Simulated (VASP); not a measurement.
# MgO (Fm-3m) in VASP: a series of runs, part 2 of 2

VASP 6.6.1.

## Step 3: Elastic constants, PBEsol

This run uses another cell than the first one, of 8.37 Å³/atom.

Input file INCAR:

```
PREC = Accurate ; ENCUT = 600
EDIFF = 1E-8 ; ISMEAR = 0
SIGMA = 0.01 ; LREAL = F
LASPH = T ; NELM = 100
ALGO = Normal ; ISIF = 3
LWAVE = F ; LCHARG = F
GGA = PS ; NBANDS = 11
IBRION = 6 ; NFREE = 2
POTIM = 0.015 ; NSW = 1
```

Input file KPOINTS:

```
Automatic mesh
0
Gamma
  10 10 10
```

Input file POSCAR:

```
MgO
1.0
    0.0000000000      2.0304906437      2.0304906437
    2.0304906437      0.0000000000      2.0304906437
    2.0304906437      2.0304906437      0.0000000000
Mg O
1 1
Direct
    0.0000000000      0.0000000000      0.0000000000
    0.5000000000      0.5000000000      0.5000000000
```

Potentials or basis: VASP PAW PBE potentials, release 64 (Mg, O).

Launch:

```bash
$ cat potpaw_PBE.64/Mg/POTCAR potpaw_PBE.64/O/POTCAR > POTCAR
$ mpirun -np 1 vasp_std > vasp.out
```

OUTCAR:

```text
PREC = Accurate
   ENCUT = 600
   EDIFF = 1E-8
   ISMEAR = 0
   LREAL = F
   LASPH = T
   NELM = 100
   ISIF = 3
   GGA = PS
   IBRION = 6
   NFREE = 2
   POTIM = 0.015
   NSW = 1

 ion  position               nearest neighbor table
   1  0.000  0.000  0.000-   2 2.03   2 2.03   2 2.03   2 2.03   2 2.03   2 2.03
   2  0.500  0.500  0.500-   1 2.03   1 2.03   1 2.03   1 2.03   1 2.03   1 2.03

  LATTYP: Found a face centered cubic cell.
 ALAT       =     4.0609812874

  Lattice vectors:

 A1 = (   0.0000000000,   2.0304906437,   2.0304906437)
 A2 = (   2.0304906437,   0.0000000000,   2.0304906437)
 A3 = (   2.0304906437,   2.0304906437,   0.0000000000)

[... 759 lines left out ...]
  --------------------------------------------------------------------------------
  x     0.00000     0.00000     0.00000     0.00000     0.00000     0.00000
  y     0.00000     0.00000     0.00000     0.00000     0.00000     0.00000
  z     0.00000     0.00000     0.00000     0.00000     0.00000     0.00000

 INTERNAL STRAIN TENSOR FOR ION    2 for displacements in x,y,z  (eV/Angst):
          X           Y           Z          XY          YZ          ZX
  --------------------------------------------------------------------------------
  x     0.00000     0.00000     0.00000     0.00000     0.00000     0.00000
  y     0.00000     0.00000     0.00000     0.00000     0.00000     0.00000
  z     0.00000     0.00000     0.00000     0.00000     0.00000     0.00000

 Eigenvectors and eigenvalues of the dynamical matrix
 ----------------------------------------------------

   1 f  =   14.913862 THz    93.706559 2PiTHz  497.472892 cm-1    61.678750 meV
             X         Y         Z           dx          dy          dz
      0.000000  0.000000  0.000000     0.000000    0.630279    0.000000
      2.030491  2.030491  2.030491     0.000000   -0.776368    0.000000
[... 21 lines left out ...]
   6 f/i=    0.004252 THz     0.026719 2PiTHz    0.141846 cm-1     0.017587 meV
             X         Y         Z           dx          dy          dz
      0.000000  0.000000  0.000000    -0.674416   -0.379510    0.062319
      2.030491  2.030491  2.030491    -0.547511   -0.308097    0.050592

--------------------------------------------------------------------------------------------------------

 ELASTIC MODULI CONTR FROM IONIC RELAXATION (kBar)
 Direction    XX          YY          ZZ          XY          YZ          ZX
 --------------------------------------------------------------------------------
 XX           0.0000      0.0000      0.0000      0.0000      0.0000      0.0000
 YY           0.0000      0.0000      0.0000      0.0000      0.0000      0.0000
 ZZ           0.0000      0.0000      0.0000      0.0000      0.0000      0.0000
 XY           0.0000      0.0000      0.0000      0.0000      0.0000      0.0000
 YZ           0.0000      0.0000      0.0000      0.0000      0.0000      0.0000
 ZX           0.0000      0.0000      0.0000      0.0000      0.0000      0.0000
 --------------------------------------------------------------------------------

 TOTAL ELASTIC MODULI (kBar)
 Direction    XX          YY          ZZ          XY          YZ          ZX
 --------------------------------------------------------------------------------
 XX        4685.7587   1022.0221   1022.0221      0.0000     -0.0000     -0.0000
 YY        1022.0221   4685.7587   1022.0221     -0.0000      0.0000      0.0000
 ZZ        1022.0221   1022.0221   4685.7587     -0.0000      0.0000      0.0000
 XY           0.0000     -0.0000     -0.0000   1638.5667      0.0000     -0.0000
 YZ          -0.0000      0.0000      0.0000      0.0000   1638.5667     -0.0000
 ZX          -0.0000      0.0000      0.0000     -0.0000     -0.0000   1638.5667
 --------------------------------------------------------------------------------
```

stdout:

```text
POSCAR found type information on POSCAR MgO
 POSCAR found :  2 types and       2 ions
 scaLAPACK will be used
 -----------------------------------------------------------------------------
|                                                                             |
|                                                                             |
|     You enforced a specific xc type in the INCAR file but a different       |
|     I HOPE YOU KNOW WHAT YOU ARE DOING!                                     |
[... 32 lines left out ...]
 Finite differences progress:
 bond charge predicted
 Finite differences progress:
 bond charge predicted
 Finite differences progress:
 bond charge predicted
 Finite differences progress:
 bond charge predicted
 Finite differences progress:
 bond charge predicted
 Finite differences progress:
 bond charge predicted
 Finite differences progress:
```

Wall time 1.8 min (1 thread of Intel Xeon 6975P-C (Granite Rapids), shared host); peak memory 0.25 GiB.

What came out:

* Elastic constants C11, C12, C44: 469, 102, 164 GPa
* Voigt bulk modulus: 224 GPa
* Highest phonon frequency at Γ, LO-TO splitting left out: 497 cm⁻¹

Phonon frequencies in cm⁻¹ (negative: imaginary):
```tsv
q point	frequencies
(0.000, 0.000, 0.000)	0 0 0 497 497 497
```

Elastic tensor in Voigt notation (GPa, in the Cartesian axes of the cell as first typed):
```
469 102 102   0   0   0
102 469 102   0   0   0
102 102 469   0   0   0
  0   0   0 164   0   0
  0   0   0   0 164   0
  0   0   0   0   0 164
```

Clamped-ion elastic tensor (GPa):
```
469 102 102   0   0   0
102 469 102   0   0   0
102 102 469   0   0   0
  0   0   0 164   0   0
  0   0   0   0 164   0
  0   0   0   0   0 164
```

Caveat: the cell is under stress, which shifts elastic constants; the PAW data sets were made with another functional, which shifts forces and pressure a little.

## Step 4: Elastic constants, PBEsol

This run uses another cell than the first one, of 8.80 Å³/atom.

Input file INCAR:

```
SYSTEM = MgO
PREC     = Accurate       ! precision mode
ENCUT    = 600            ! plane-wave cutoff, eV
EDIFF    = 1E-8           ! SCF threshold, eV
ISMEAR   = 0              ! smearing method
SIGMA    = 0.01           ! smearing width, eV
LREAL    = .FALSE.        ! projectors in reciprocal space
LASPH    = .TRUE.         ! aspherical terms in the spheres
NELM     = 100            ! most SCF steps
ALGO     = Normal         ! electronic algorithm
ISIF     = 3              ! what is computed and relaxed
LWAVE    = .FALSE.        ! write WAVECAR
LCHARG   = .FALSE.        ! write CHGCAR
GGA      = PS             ! functional
NBANDS   = 11             ! bands
IBRION   = 6              ! ionic algorithm
NFREE    = 2            
POTIM    = 0.015          ! step
NSW      = 1              ! ionic steps
```

Input file KPOINTS:

```
regular mesh
0
G
  10 10 10
  0 0 0
```

Input file POSCAR:

```
MgO
1.0
    0.0000000000      2.0643051271      2.0643051271
    2.0643051271      0.0000000000      2.0643051271
    2.0643051271      2.0643051271      0.0000000000
Mg O
1 1
Direct
    0.0000000000      0.0000000000      0.0000000000
    0.5000000000      0.5000000000      0.5000000000
```

Potentials or basis: VASP PAW PBE potentials, release 64 (Mg, O).

Launch:

```bash
$ cat potpaw_PBE.64/Mg/POTCAR potpaw_PBE.64/O/POTCAR > POTCAR
$ mpirun -np 1 vasp_std > vasp.out
```

OUTCAR:

```text
SYSTEM = MgO
   PREC = Accurate
   ENCUT = 600
   EDIFF = 1E-8
   ISMEAR = 0
   LREAL = .FALSE.
   LASPH = .TRUE.
   NELM = 100
   ISIF = 3
   GGA = PS
   IBRION = 6
   NFREE = 2
   POTIM = 0.015
   NSW = 1

 ion  position               nearest neighbor table
   1  0.000  0.000  0.000-   2 2.06   2 2.06   2 2.06   2 2.06   2 2.06   2 2.06
   2  0.500  0.500  0.500-   1 2.06   1 2.06   1 2.06   1 2.06   1 2.06   1 2.06

  LATTYP: Found a face centered cubic cell.
 ALAT       =     4.1286102542

  Lattice vectors:

 A1 = (   0.0000000000,   2.0643051271,   2.0643051271)
 A2 = (   2.0643051271,   0.0000000000,   2.0643051271)
 A3 = (   2.0643051271,   2.0643051271,   0.0000000000)

[... 759 lines left out ...]
  --------------------------------------------------------------------------------
  x     0.00000     0.00000     0.00000     0.00000     0.00000     0.00000
  y     0.00000     0.00000     0.00000     0.00000     0.00000     0.00000
  z     0.00000     0.00000     0.00000     0.00000     0.00000     0.00000

 INTERNAL STRAIN TENSOR FOR ION    2 for displacements in x,y,z  (eV/Angst):
          X           Y           Z          XY          YZ          ZX
  --------------------------------------------------------------------------------
  x     0.00000     0.00000     0.00000     0.00000     0.00000     0.00000
  y     0.00000     0.00000     0.00000     0.00000     0.00000     0.00000
  z     0.00000     0.00000     0.00000     0.00000     0.00000     0.00000

 Eigenvectors and eigenvalues of the dynamical matrix
 ----------------------------------------------------

   1 f  =   13.451591 THz    84.518837 2PiTHz  448.696767 cm-1    55.631284 meV
             X         Y         Z           dx          dy          dz
      0.000000  0.000000  0.000000     0.000000    0.630240    0.000000
      2.064305  2.064305  2.064305     0.000000   -0.776400    0.000000
[... 21 lines left out ...]
   6 f/i=    0.003157 THz     0.019834 2PiTHz    0.105296 cm-1     0.013055 meV
             X         Y         Z           dx          dy          dz
      0.000000  0.000000  0.000000     0.000000    0.000000    0.776400
      2.064305  2.064305  2.064305     0.000000    0.000000    0.630240

--------------------------------------------------------------------------------------------------------

 ELASTIC MODULI CONTR FROM IONIC RELAXATION (kBar)
 Direction    XX          YY          ZZ          XY          YZ          ZX
 --------------------------------------------------------------------------------
 XX           0.0000      0.0000      0.0000      0.0000      0.0000      0.0000
 YY           0.0000      0.0000      0.0000      0.0000      0.0000      0.0000
 ZZ           0.0000      0.0000      0.0000      0.0000      0.0000      0.0000
 XY           0.0000      0.0000      0.0000      0.0000      0.0000      0.0000
 YZ           0.0000      0.0000      0.0000      0.0000      0.0000      0.0000
 ZX           0.0000      0.0000      0.0000      0.0000      0.0000      0.0000
 --------------------------------------------------------------------------------

 TOTAL ELASTIC MODULI (kBar)
 Direction    XX          YY          ZZ          XY          YZ          ZX
 --------------------------------------------------------------------------------
 XX        3832.4282    968.2481    968.2481      0.0000      0.0000     -0.0000
 YY         968.2481   3832.4282    968.2481     -0.0000     -0.0000     -0.0000
 ZZ         968.2481    968.2481   3832.4282      0.0000     -0.0000      0.0000
 XY           0.0000     -0.0000      0.0000   1554.7856      0.0000      0.0000
 YZ           0.0000     -0.0000     -0.0000      0.0000   1554.7856      0.0000
 ZX          -0.0000     -0.0000      0.0000      0.0000      0.0000   1554.7856
 --------------------------------------------------------------------------------
```

Wall time 1.9 min (1 thread of Intel Xeon 6975P-C (Granite Rapids), shared host); peak memory 0.25 GiB.

What came out:

* Elastic constants C11, C12, C44: 383, 97, 155 GPa
* Voigt bulk modulus: 192 GPa
* Highest phonon frequency at Γ, LO-TO splitting left out: 449 cm⁻¹

Phonon frequencies in cm⁻¹ (negative: imaginary):
```csv
q point,frequencies
"(0.000, 0.000, 0.000)",0 0 0 449 449 449
```

Elastic tensor in Voigt notation (GPa, in the Cartesian axes of the cell as first typed):
```
383  97  97   0   0   0
 97 383  97   0   0   0
 97  97 383   0   0   0
  0   0   0 155   0   0
  0   0   0   0 155   0
  0   0   0   0   0 155
```

Clamped-ion elastic tensor (GPa):
```
383  97  97   0   0   0
 97 383  97   0   0   0
 97  97 383   0   0   0
  0   0   0 155   0   0
  0   0   0   0 155   0
  0   0   0   0   0 155
```

Caveat: the cell is under stress, which shifts elastic constants; the PAW data sets were made with another functional, which shifts forces and pressure a little.
